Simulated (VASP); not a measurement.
# CsBi3 (Pm-3m) in VASP: relaxation of cell and atoms with PBE

Aim: the relaxation of cell and atoms of CsBi3 with PBE.

Program: VASP 6.6.1. These are calculated values, not measurements. Logs are shortened: lines on timing, memory, paths and dates and some standing lists are left out, and cuts for length are marked.

## (1) The cell of the first run

Symmetry: Pm-3m, No. 221, cubic system. The conventional cell has a = 5.246 Å, b = 5.246 Å, c = 5.246 Å, α = 90.00°, β = 90.00°, γ = 90.00°. Within 4.9 Å of Cs (site symmetry m-3m) lie 12 Bi at 3.71 Å. Within 4.9 Å of Bi (site symmetry 4/mmm) lie 4 Cs at 3.71 Å and 8 Bi at 3.71 Å.

## (2) Relaxation of cell and atoms, PBE

Input file INCAR:

```
  ALGO = Fast
  EDIFF = 1E-7
  EDIFFG = -0.01
  ENCUT = 600
  GGA = PE
  IBRION = 2
  ISIF = 3
  ISMEAR = 0
  LASPH = T
  LCHARG = F
  LREAL = F
  LWAVE = F
  NELM = 60
  NSW = 100
  PREC = Accurate
  SIGMA = 0.1
```

Input file KPOINTS:

```
k-points
0
Gamma
  10 10 10
```

Input file POSCAR:

```
CsBi3
1.0
    5.2462825486      0.0000000000      0.0000000000
    0.0000000000      5.2462825486      0.0000000000
    0.0000000000      0.0000000000      5.2462825486
Cs Bi
1 3
Direct
    0.0000000000      0.0000000000      0.0000000000
    0.0000000000      0.5000000000      0.5000000000
    0.5000000000      0.0000000000      0.5000000000
    0.5000000000      0.5000000000      0.0000000000
```

Potentials or basis: VASP PAW PBE potentials, release 64 (Cs_sv, Bi_d).

Launch:

```bash
$ cat potpaw_PBE.64/Cs_sv/POTCAR potpaw_PBE.64/Bi_d/POTCAR > POTCAR
$ mpirun -np 1 vasp_std > vasp.out
```

OUTCAR:

```text
EDIFF = 1E-7
   EDIFFG = -0.01
   ENCUT = 600
   GGA = PE
   IBRION = 2
   ISIF = 3
   ISMEAR = 0
   LASPH = T
   LREAL = F
   NELM = 60
   NSW = 100
   PREC = Accurate

 ion  position               nearest neighbor table
   1  0.000  0.000  0.000-
   2  0.000  0.500  0.500-   3 3.71   4 3.71   4 3.71   3 3.71   3 3.71   4 3.71   4 3.71   3 3.71

   3  0.500  0.000  0.500-   2 3.71   4 3.71   4 3.71   2 3.71   4 3.71   4 3.71   2 3.71   2 3.71

   4  0.500  0.500  0.000-   2 3.71   3 3.71   2 3.71   3 3.71   3 3.71   3 3.71   2 3.71   2 3.71

  LATTYP: Found a simple cubic cell.
 ALAT       =     5.2462825486

  Lattice vectors:

 A1 = (   5.2462825486,   0.0000000000,   0.0000000000)
 A2 = (   0.0000000000,   5.2462825486,   0.0000000000)
 A3 = (   0.0000000000,   0.0000000000,   5.2462825486)

Analysis of symmetry for initial positions (statically):
=====================================================================
 Subroutine PRICEL returns:
 Original cell was already a primitive cell.

 Routine SETGRP: Setting up the symmetry group for a
 simple cubic supercell.

 Subroutine GETGRP returns: Found 48 space group operations
 (whereof 48 operations were pure point group operations)
 out of a pool of 48 trial point group operations.

The static configuration has the point symmetry O_h .

Analysis of symmetry for dynamics (positions and initial velocities):
=====================================================================
 Subroutine PRICEL returns:
 Original cell was already a primitive cell.

 Routine SETGRP: Setting up the symmetry group for a
 simple cubic supercell.

 Subroutine GETGRP returns: Found 48 space group operations
 (whereof 48 operations were pure point group operations)
 out of a pool of 48 trial point group operations.

The dynamic configuration has the point symmetry O_h .

 Subroutine INISYM returns: Found 48 space group operations
 (whereof 48 operations are pure point group operations),
 and found     1 'primitive' translations

----------------------------------------------------------------------------------------

                                     Primitive cell

  volume of cell :     144.3960

[... 153 lines left out ...]
  external PRESSURE =       0.4862839 kB  Pullay stress =       0.0000000 kB

 VOLUME and BASIS-vectors are now :
 -----------------------------------------------------------------------------
  energy-cutoff  :      600.00
  volume of cell :      144.40
      direct lattice vectors                 reciprocal lattice vectors
     5.246282549  0.000000000  0.000000000     0.190611160  0.000000000  0.000000000
     0.000000000  5.246282549  0.000000000     0.000000000  0.190611160  0.000000000
     0.000000000  0.000000000  5.246282549     0.000000000  0.000000000  0.190611160

 POSITION                                       TOTAL-FORCE (eV/Angst)
 -----------------------------------------------------------------------------------
      0.00000      0.00000      0.00000         0.000000      0.000000      0.000000
      0.00000      2.62314      2.62314         0.000000      0.000000      0.000000
      2.62314      0.00000      2.62314         0.000000      0.000000      0.000000
      2.62314      2.62314      0.00000         0.000000      0.000000      0.000000
 -----------------------------------------------------------------------------------
    total drift:                                0.000000     -0.000000     -0.000000

  FREE ENERGIE OF THE ION-ELECTRON SYSTEM (eV)
  ---------------------------------------------------
  free  energy   TOTEN  =       -12.2847659628 eV

  energy  without entropy=      -12.2724781890  energy(sigma->0) =      -12.27862208

--------------------------------------- Ionic step        2  -------------------------------------------

 number of electron      54.0000013 magnetization

 Free energy of the ion-electron system (eV)
  ---------------------------------------------------
  ext. energy  EPLUGINS =         0.00000000
  ---------------------------------------------------
  free energy    TOTEN  =       -12.28479844 eV

  energy without entropy =      -12.27250074  energy(sigma->0) =      -12.27864959

 E-fermi :   5.2557     XC(G=0):  -9.5139

 val. band max:        5.2401971691   @ k =   0.3000   0.0000   0.0000
 cond. band min:       5.2758370155   @ k =   0.3000   0.2000   0.1000
 fundamental gap:      0.0356398464
 Fermi energy:         5.2556726944

 k-point     1 :       0.0000    0.0000    0.0000
  band No.  band energies     occupation
      1     -17.3860      2.00000
      2     -17.3798      2.00000
      3     -17.3798      2.00000
      4     -17.3798      2.00000
      5     -17.3161      2.00000
      6     -17.3161      2.00000
[... 829 lines left out ...]
     31       7.5705      0.00000
     32       9.4521      0.00000

 [... further k-points ...]

------------------------ aborting loop because EDIFF is reached ----------------------------------------

  FORCE on cell =-STRESS in cart. coord.  units (eV):
  Direction    XX          YY          ZZ          XY          YZ          ZX
  --------------------------------------------------------------------------------------
  -------------------------------------------------------------------------------------
  Total       -0.0006989     -0.0006989     -0.0006989     -0.0000000      0.0000000     -0.0000000
  in kB       -0.0077426     -0.0077426     -0.0077426     -0.0000000      0.0000000     -0.0000000
  external PRESSURE =      -0.0077426 kB  Pullay stress =       0.0000000 kB

 VOLUME and BASIS-vectors are now :
 -----------------------------------------------------------------------------
  energy-cutoff  :      600.00
  volume of cell :      144.63
      direct lattice vectors                 reciprocal lattice vectors
     5.249055595 -0.000000000 -0.000000000     0.190510461 -0.000000000 -0.000000000
     0.000000000  5.249055595 -0.000000000     0.000000000  0.190510461 -0.000000000
     0.000000000  0.000000000  5.249055595     0.000000000  0.000000000  0.190510461

 POSITION                                       TOTAL-FORCE (eV/Angst)
 -----------------------------------------------------------------------------------
      0.00000      0.00000      0.00000        -0.000000     -0.000000      0.000000
      0.00000      2.62453      2.62453         0.000000      0.000000      0.000000
      2.62453      0.00000      2.62453         0.000000      0.000000      0.000000
      2.62453      2.62453     -0.00000        -0.000000     -0.000000      0.000000
 -----------------------------------------------------------------------------------
    total drift:                                0.000000     -0.000000     -0.000000

  FREE ENERGIE OF THE ION-ELECTRON SYSTEM (eV)
  ---------------------------------------------------
  free  energy   TOTEN  =       -12.2847984362 eV

  energy  without entropy=      -12.2725007364  energy(sigma->0) =      -12.27864959

 reached required accuracy - stopping structural energy minimisation
```

OSZICAR:

```text
N       E                     dE             d eps       ncg     rms          rms(c)
DAV:   1     0.624073325542E+03    0.62407E+03   -0.30059E+04  3584   0.209E+03
DAV:   2     0.607131592630E+02   -0.56336E+03   -0.55651E+03  3600   0.537E+02
DAV:   3    -0.923379571590E+01   -0.69947E+02   -0.69399E+02  4640   0.195E+02
[... 18 lines left out ...]
RMM:   3    -0.122847959148E+02    0.24706E-03   -0.12561E-03  3673   0.355E-01    0.922E-03
RMM:   4    -0.122847968702E+02   -0.95546E-06   -0.13317E-04  4376   0.834E-02    0.494E-03
RMM:   5    -0.122847988777E+02   -0.20075E-05   -0.32083E-05  4606   0.414E-02    0.478E-03
RMM:   6    -0.122847991676E+02   -0.28991E-06   -0.65350E-06  4020   0.295E-02    0.373E-03
RMM:   7    -0.122847983761E+02    0.79151E-06   -0.36161E-06  4265   0.189E-02    0.418E-04
RMM:   8    -0.122847984362E+02   -0.60062E-07   -0.72048E-07  3015   0.745E-03
   2 F= -.12284798E+02 E0= -.12278650E+02  d E =-.324733E-04
```

Run time: 3.3 min. Hardware: 1 thread of Intel Xeon 6975P-C (Granite Rapids), shared host; peak memory 0.45 GiB.

What came out:

| Quantity | Value |
| --- | --- |
| Free energy | -12.2848 eV |
| Relaxed volume | 36.16 Å³/atom |
| Relaxed cell | a = 5.249 Å, b = 5.249 Å, c = 5.249 Å, α = 90.00°, β = 90.00°, γ = 90.00° |
| Space group after relaxing (to 0.1 Å) | Pm-3m (No. 221) |
| Energy gained by relaxing | 0.0 meV/atom |
| Ionic steps | 2 |
| Pressure after relaxing | 0.0 GPa |
| Band gap on the k mesh | zero (bands 27 and 28 overlap by 3.27 eV) |

Final structure:
```yaml
crystal:
  lattice:
    - [5.24906, 0.00000, 0.00000]
    - [0.00000, 5.24906, 0.00000]
    - [0.00000, 0.00000, 5.24906]
  atoms:
    - { symbol: Cs, position: [0.00000, 0.00000, 0.00000] }
    - { symbol: Bi, position: [0.00000, 0.50000, 0.50000] }
    - { symbol: Bi, position: [0.50000, 0.00000, 0.50000] }
    - { symbol: Bi, position: [0.50000, 0.50000, 0.00000] }
```

Caveat: spin-orbit coupling is left out, which moves the levels of the heavy elements.

The gap in the log of VASP goes by the Fermi energy; the results here count the filled bands.